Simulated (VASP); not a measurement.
# HC128 (a cell with a defect) in VASP: single point with PBEsol

Aim: the single point of HC128 (a cell with a defect) with PBEsol.

Program: VASP 6.6.1. These are calculated values, not measurements. Logs are shortened: lines on timing, memory, paths and dates and some standing lists are left out, and cuts for length are marked.

### 1 The cell of the first run

The cell holds a defect, 129 atoms: a = 10.052 Å, b = 10.052 Å, c = 10.052 Å, α = 60.00°, β = 60.00°, γ = 60.00°.

### 2 Single point, PBEsol

Input file INCAR:

```
  ALGO = Normal
  EDIFF = 1E-7
  ENCUT = 520
  GGA = PS
  ISIF = 2
  ISMEAR = -1
  ISYM = 0
  LASPH = True
  LCHARG = True
  LELF = True
  LREAL = Auto
  LVHAR = True
  LWAVE = False
  NBANDS = 326
  NELECT = 514.0
  NELM = 80
  PREC = Accurate
  SIGMA = 0.05
```

Input file KPOINTS:

```
Automatic mesh
0
Gamma
  1 1 1
  0.25 0.25 0.25
```

Input file POSCAR:

```
HC128
1.0
    0.0000000000      7.1076060000      7.1076060000
    7.1076060000      0.0000000000      7.1076060000
    7.1076060000      7.1076060000      0.0000000000
C H
128 1
Direct
    0.9997640000      0.0002940000      0.9998440000
    0.4998740000      0.0001630000      0.9997000000
    0.9996270000      0.5003810000      0.9997190000
    0.9996270000      0.0001690000      0.4999270000
    0.2498770000      0.2503910000      0.2499520000
    0.5001610000      0.5006890000      0.9995270000
[... 121 lines left out ...]
    0.5621770000      0.8130500000      0.8125980000
    0.4367110000      0.4365080000      0.4366510000
```

Potentials or basis: VASP PAW PBE potentials, release 64 (C, H).

Started as:

```
$ cat potpaw_PBE.64/C/POTCAR potpaw_PBE.64/H/POTCAR > POTCAR
$ mpirun -np 1 vasp_std > vasp.out
```

OUTCAR:

```text
EDIFF = 1E-7
   ENCUT = 520
   GGA = PS
   ISIF = 2
   ISMEAR = -1
   ISYM = 0
   LASPH = True
   LREAL = Auto
   NELECT = 514.0
   NELM = 80
   PREC = Accurate

 ion  position               nearest neighbor table
   1  1.000  0.000  1.000-  85 1.54 114 1.54  55 1.54  17 1.54
   2  0.500  0.000  1.000-  88 1.54  59 1.54 113 1.54  18 1.54
   3  1.000  0.500  1.000-  61 1.54 119 1.54  81 1.54  19 1.54
   4  1.000  0.000  0.500-  93 1.54 120 1.54  49 1.54  20 1.54
   5  0.250  0.250  0.250-  50 1.54  82 1.54 115 1.54  21 1.54
   6  0.500  0.501  1.000-  22 1.53  63 1.53 116 1.54  83 1.54
[... 120 lines left out ...]
 127  0.062  0.813  0.812-  69 1.54  39 1.54  15 1.54 111 1.54
 128  0.562  0.813  0.813-  72 1.53  43 1.53  16 1.54 112 1.54
 129  0.437  0.437  0.437-

IMPORTANT INFORMATION: All symmetrisations will be switched off!
NOSYMM: (Re-)initialisation of all symmetry stuff for point group C_1.

----------------------------------------------------------------------------------------

                                     Primitive cell

  volume of cell :     718.1250

  direct lattice vectors                    reciprocal lattice vectors
     0.000000000  7.107606000  7.107606000    -0.070347175  0.070347175  0.070347175
     7.107606000  0.000000000  7.107606000     0.070347175 -0.070347175  0.070347175
     7.107606000  7.107606000  0.000000000     0.070347175  0.070347175 -0.070347175

  length of vectors
    10.051672801 10.051672801 10.051672801     0.121844881  0.121844881  0.121844881

  position of ions in fractional coordinates (direct lattice)
     0.999764000  0.000294000  0.999844000
     0.499874000  0.000163000  0.999700000
     0.999627000  0.500381000  0.999719000
     0.999627000  0.000169000  0.499927000
     0.249877000  0.250391000  0.249952000
     0.500161000  0.500689000  0.999527000
[... 121 lines left out ...]
     0.562177000  0.813050000  0.812598000
     0.436711000  0.436508000  0.436651000

  ion indices of the primitive-cell ions
   primitive index   ion index
                 1           1
                 2           2
                 3           3
                 4           4
                 5           5
                 6           6
[... 121 lines left out ...]
               128         128
               129         129

----------------------------------------------------------------------------------------

 KPOINTS: Automatic mesh

Automatic generation of k-mesh.
   k-points           NKPTS =      4   k-points in BZ     NKDIM =      4   number of bands    NBANDS=    326
   number of dos      NEDOS =    301   number of ions     NIONS =    129
   total plane-waves  NPLWV = 512000
   dimension x,y,z NGX =    80 NGY =   80 NGZ =   80
   dimension x,y,z NGXF=   160 NGYF=  160 NGZF=  160
   ions per type =             128   1
   NGX,Y,Z   is equivalent  to a cutoff of  13.23, 13.23, 13.23 a.u.
   NGXF,Y,Z  is equivalent  to a cutoff of  26.46, 26.46, 26.46 a.u.
 SYSTEM =  unknown system
   PREC   = accura    normal or accurate (medium, high low for compatibility)
   ISTART =      0    job   : 0-new  1-cont  2-samecut
   ICHARG =      2    charge: 1-file 2-atom 10-const
   ISPIN  =      1    spin polarized calculation?
   LNONCOLLINEAR =      F non collinear calculations
   LSORBIT =      F    spin-orbit coupling
   LASPH  =      T    aspherical Exc in radial PAW
   ENCUT  =  520.0 eV  38.22 Ry    6.18 a.u.  18.69 18.69 18.69*2*pi/ulx,y,z
   NELM   =     80;   NELMIN=  2; NELMDL= -5     # of ELM steps
   EDIFF  = 0.1E-06   stopping-criterion for ELM
   LREAL  =      T    real-space projection
   EDIFFG = 0.1E-05   stopping-criterion for IOM
   NSW    =      0    number of steps for IOM
   IBRION =     -1    ionic relax: 0-MD 1-quasi-New 2-CG
   NFREE  =      0    steps in history (QN), initial steepest desc. (CG)
   ISIF   =      2    stress and relaxation
   ISYM   =      0    0-nonsym 1-usesym 2-fastsym
   POTIM  = 0.5000    time-step for ionic-motion
   TEBEG  =    0.0;   TEEND  =   0.0 temperature during run
   PSTRESS=    0.0 pullay stress
   NELECT =     514.0000    total number of electrons
   NUPDOWN=      -1.0000    fix difference up-down
   EMIN   =  10.00;   EMAX   =-10.00  energy-range for DOS
   EFERMI =   0.00;   METHOD = LEGACY
   ISMEAR =    -1;   SIGMA  =   0.05  broadening in eV -4-tet -1-fermi 0-gaus
   EFERMI_NEDOS =   21; number of points for ismear=-14 and -15
   IALGO  =     38    algorithm
   IMIX   =      4    mixing-type and parameters
     AMIX     =   0.40;   BMIX     =  1.00
     AMIX_MAG =   1.60;   BMIX_MAG =  1.00
  volume/ion in A,a.u.               =       5.57        37.57
  Fermi-wavevector in a.u.,A,eV,Ry     =   1.464409  2.767333 29.177627  2.144495
  Thomas-Fermi vector in A             =   2.580389
   LORBIT       =      0    0 simple, 1 ext, 2 COOP (PROOUT), +10 PAW based schemes
   GGA     = PS    functional components
   LHFCALC =     F    Hartree Fock is set to
   AEXX    =    0.0000 exact exchange contribution
   IVDW    =     0    specifies the selected vdW correction
   LEPSILON=     F    determine dielectric tensor
   LRPA    =     F    only Hartree local field effects (RPA)
 non-spin polarized calculation
  energy-cutoff  :      520.00
  volume of cell :      718.12
 maximum number of plane-waves:     19360
 NGX is ok and might be reduce to    80
   NGX = 37   NGY = 37   NGZ = 37

 number of electron     513.9999941 magnetization

 Free energy of the ion-electron system (eV)
  ---------------------------------------------------
  ext. energy  EPLUGINS =         0.00000000
  ---------------------------------------------------
  free energy    TOTEN  =     -1212.25236418 eV

  energy without entropy =    -1212.25236312  energy(sigma->0) =    -1212.25236365

 E-fermi :  13.5906     XC(G=0): -13.5056

 val. band max:       12.8463069521   @ k =   0.0000   0.2500   0.0000
 cond. band min:      14.3956839678   @ k =   0.2500   0.0000   0.0000
 fundamental gap:      1.5493770157
 Fermi energy:        13.5906286854

 k-point     1 :       0.2500    0.2500    0.2500
  band No.  band energies     occupation
      1     -11.7068      2.00000
      2     -10.8362      2.00000
      3     -10.2883      2.00000
      4     -10.2521      2.00000
      5     -10.2513      2.00000
      6     -10.0023      2.00000
[... 261 lines left out ...]
    268      15.1844      0.00000
    269      15.1999      0.00000

 k-point     2 :       0.2500    0.0000    0.0000
  band No.  band energies     occupation
      1     -11.7068      2.00000
      2     -10.8363      2.00000
      3     -10.2868      2.00000
      4     -10.2532      2.00000
      5     -10.2510      2.00000
      6     -10.0004      2.00000
[... 261 lines left out ...]
    268      15.1883      0.00000
    269      15.2030      0.00000

 k-point     3 :       0.0000    0.0000   -0.2500
  band No.  band energies     occupation
      1     -11.7068      2.00000
      2     -10.8363      2.00000
      3     -10.2866      2.00000
      4     -10.2533      2.00000
      5     -10.2511      2.00000
      6     -10.0003      2.00000
[... 261 lines left out ...]
    268      15.1884      0.00000
    269      15.2032      0.00000

 k-point     4 :       0.0000    0.2500    0.0000
  band No.  band energies     occupation
      1     -11.7068      2.00000
      2     -10.8365      2.00000
      3     -10.2855      2.00000
      4     -10.2536      2.00000
      5     -10.2519      2.00000
      6      -9.9989      2.00000
[... 261 lines left out ...]
    268      15.1891      0.00000
    269      15.2032      0.00000
 [bands above 269 left out]

------------------------ aborting loop because EDIFF is reached ----------------------------------------

  FORCE on cell =-STRESS in cart. coord.  units (eV):
  Direction    XX          YY          ZZ          XY          YZ          ZX
  --------------------------------------------------------------------------------------
  -------------------------------------------------------------------------------------
  Total       31.8640401     31.8467842     31.8450004     -0.5585214     -0.5421747     -0.4241268
  in kB       71.0904710     71.0519719     71.0479922     -1.2460928     -1.2096223     -0.9462509
  external PRESSURE =      71.0634784 kB  Pullay stress =       0.0000000 kB

 VOLUME and BASIS-vectors are now :
 -----------------------------------------------------------------------------
  energy-cutoff  :      520.00
  volume of cell :      718.12
      direct lattice vectors                 reciprocal lattice vectors
     0.000000000  7.107606000  7.107606000    -0.070347175  0.070347175  0.070347175
     7.107606000  0.000000000  7.107606000     0.070347175 -0.070347175  0.070347175
     7.107606000  7.107606000  0.000000000     0.070347175  0.070347175 -0.070347175

 POSITION                                       TOTAL-FORCE (eV/Angst)
 -----------------------------------------------------------------------------------
      7.10859     14.21243      7.10802         0.035672      0.033690      0.038393
      7.10663     10.65838      3.55407         0.045107      0.049574      0.047561
     10.66212     14.21056     10.66147         0.050221      0.045375      0.055142
      3.55449     10.65824      7.10616         0.050546      0.053660      0.045602
      3.55624      3.55259      3.55571         0.033753      0.031907      0.034331
     10.66294     10.65919      7.11365         0.047751      0.050549      0.074739
[... 121 lines left out ...]
     11.55447      9.77136      9.77457        -0.033542     -0.028792     -0.027836
      6.20607      6.20751      6.20650         0.085851      0.091796      0.081569
 -----------------------------------------------------------------------------------
    total drift:                                0.124907     -0.095213      0.081593

  FREE ENERGIE OF THE ION-ELECTRON SYSTEM (eV)
  ---------------------------------------------------
  free  energy   TOTEN  =     -1212.2523641825 eV

  energy  without entropy=    -1212.2523631202  energy(sigma->0) =    -1212.25236365
```

Wall time 32 min (1 thread of Intel Xeon Platinum 8488C (Sapphire Rapids), shared host); peak memory 1.3 GiB.

What came out:

```
Free energy   : -1212.2524 eV
Largest force : 0.259 eV/Å
```

Forces on the atoms (eV/Å):
```
C    0.036  0.034  0.038
C    0.045  0.050  0.048
C    0.050  0.045  0.055
C    0.051  0.054  0.046
C    0.034  0.032  0.034
C    0.048  0.051  0.075
C    0.046  0.085  0.048
C    0.098  0.030  0.031
C    0.075  0.052  0.049
C    0.031  0.094  0.030
C    0.037  0.037  0.103
C   -0.036 -0.047 -0.044
C    0.045  0.041  0.041
C    0.042  0.034  0.040
C    0.039  0.041  0.042
C    0.042  0.042  0.042
C   -0.032 -0.032 -0.032
C   -0.036 -0.037 -0.035
C   -0.037 -0.035 -0.037
C   -0.036 -0.038 -0.037
C   -0.047 -0.052 -0.048
C   -0.066 -0.057 -0.230
C   -0.048 -0.250 -0.050
C   -0.011 -0.027 -0.028
C   -0.227 -0.061 -0.068
C   -0.028 -0.013 -0.034
C   -0.030 -0.041 -0.015
C    0.065  0.069  0.063
C   -0.047 -0.047 -0.041
C   -0.043 -0.040 -0.043
C   -0.039 -0.044 -0.046
C   -0.057 -0.054 -0.054
C    0.031  0.033  0.049
C    0.040  0.042  0.047
C    0.045  0.045  0.022
C    0.040  0.027  0.035
C    0.045  0.040  0.020
C    0.031  0.038  0.035
C    0.037  0.034  0.034
C    0.055  0.059  0.015
C    0.024  0.010  0.090
C    0.044  0.043  0.036
C    0.075  0.058  0.008
C    0.057  0.036  0.090
C    0.053  0.088  0.019
C    0.035  0.058  0.086
C    0.011  0.009  0.072
C    0.032  0.031  0.022
C   -0.040 -0.041 -0.034
C   -0.036 -0.036 -0.027
C   -0.032 -0.039 -0.034
C   -0.043 -0.046 -0.033
C   -0.034 -0.029 -0.029
C   -0.048 -0.039 -0.036
C   -0.040 -0.037 -0.035
C   -0.099 -0.107 -0.116
C    0.021  0.021 -0.107
C   -0.032 -0.032 -0.038
C   -0.049 -0.024 -0.043
C   -0.054 -0.042 -0.033
C   -0.026 -0.056 -0.050
C   -0.047 -0.055 -0.038
C   -0.043 -0.047 -0.042
C   -0.028 -0.034 -0.034
C    0.030  0.041  0.032
C    0.042  0.045  0.042
C    0.045  0.018  0.048
C    0.040  0.032  0.032
C    0.036  0.039  0.041
C    0.048  0.019  0.042
C    0.051  0.014  0.051
C    0.073  0.014  0.053
C    0.032  0.031  0.039
C    0.005  0.112  0.003
C    0.057  0.093  0.034
C    0.042  0.031  0.041
C    0.055  0.020  0.078
C    0.039  0.097  0.057
C    0.008  0.071  0.008
C    0.032  0.020  0.031
C   -0.039 -0.032 -0.040
C   -0.037 -0.032 -0.038
C   -0.034 -0.034 -0.037
C   -0.036 -0.039 -0.047
C   -0.043 -0.036 -0.043
C   -0.036 -0.031 -0.031
C   -0.099 -0.102 -0.097
C   -0.053 -0.047 -0.022
C   -0.047 -0.038 -0.038
C    0.022 -0.106  0.021
C   -0.059 -0.033 -0.047
C   -0.030 -0.035 -0.026
C   -0.026 -0.048 -0.055
C   -0.047 -0.038 -0.059
C   -0.044 -0.038 -0.048
C   -0.029 -0.037 -0.030
C    0.045  0.031  0.028
C    0.036  0.034  0.037
C    0.044  0.037  0.042
C    0.021  0.040  0.048
C    0.024  0.048  0.044
C    0.018  0.060  0.056
C    0.017  0.086  0.056
C    0.008  0.063  0.078
C    0.036  0.041  0.031
C    0.033  0.028  0.041
C    0.090  0.014  0.022
C    0.083  0.058  0.031
C    0.090  0.042  0.061
C    0.072  0.008  0.011
C    0.036  0.044  0.043
C    0.020  0.027  0.032
C   -0.030 -0.044 -0.037
C   -0.036 -0.037 -0.041
C   -0.024 -0.034 -0.034
C   -0.031 -0.030 -0.037
C   -0.032 -0.039 -0.033
C   -0.122 -0.104 -0.099
C   -0.053 -0.055 -0.022
C   -0.042 -0.023 -0.053
C   -0.038 -0.039 -0.052
C   -0.037 -0.049 -0.041
C   -0.118  0.022  0.023
C   -0.035 -0.055 -0.048
C   -0.035 -0.049 -0.058
C   -0.041 -0.047 -0.043
C   -0.037 -0.030 -0.030
C   -0.034 -0.029 -0.028
H    0.086  0.092  0.082
```

Levels at points of the mesh, in eV from the Fermi level:
```tsv
k point	band 255	band 256	band 257	band 258	band 259	band 260
(0.25, 0.25, 0.25)	-3.89	-3.89	-0.76	0.81	0.81	0.83
```

Caveat: the cell carries a net charge on a neutralising background, which shifts energy and pressure; the cell is charged against a uniform background, so pressure and absolute levels hang on convention; the PAW data sets were made with another functional, which shifts forces and pressure a little.
